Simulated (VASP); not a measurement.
A run of VASP 6.6.1:

INCAR

```
  PREC = Accurate
  ENCUT = 600
  EDIFF = 1E-7
  ISMEAR = 0
  SIGMA = 0.1
  LREAL = False
  LASPH = True
  NELM = 60
  ALGO = Normal
  ISIF = 3
  LWAVE = False
  LCHARG = False
  GGA = PE
  IBRION = 2
  NSW = 100
  EDIFFG = -0.01
```

File KPOINTS:

```
Automatic mesh
0
Gamma
  12 12 12
```

POSCAR

```
PPb2
1.0
    0.0000000000      3.5560671097      3.5560671097
    3.5560671097      0.0000000000      3.5560671097
    3.5560671097      3.5560671097      0.0000000000
P Pb
1 2
Direct
    0.0000000000      0.0000000000      0.0000000000
    0.2500000000      0.2500000000      0.2500000000
    0.7500000000      0.7500000000      0.7500000000
```

Potentials or basis: VASP PAW PBE potentials, release 64 (P, Pb_d).

The run is started by

```console
$ cat potpaw_PBE.64/P/POTCAR potpaw_PBE.64/Pb_d/POTCAR > POTCAR
$ mpirun -np 1 vasp_std > vasp.out
```

Hardware: 1 thread of Intel Xeon 8259CL (shared host).

Task: Estimate the wall time of this run.

Result: Run time: 7.8 min on 1 thread of Intel Xeon 8259CL (shared host), peak memory 0.34 GiB. Counts: scf iterations 24, k points 72, ion steps 2.
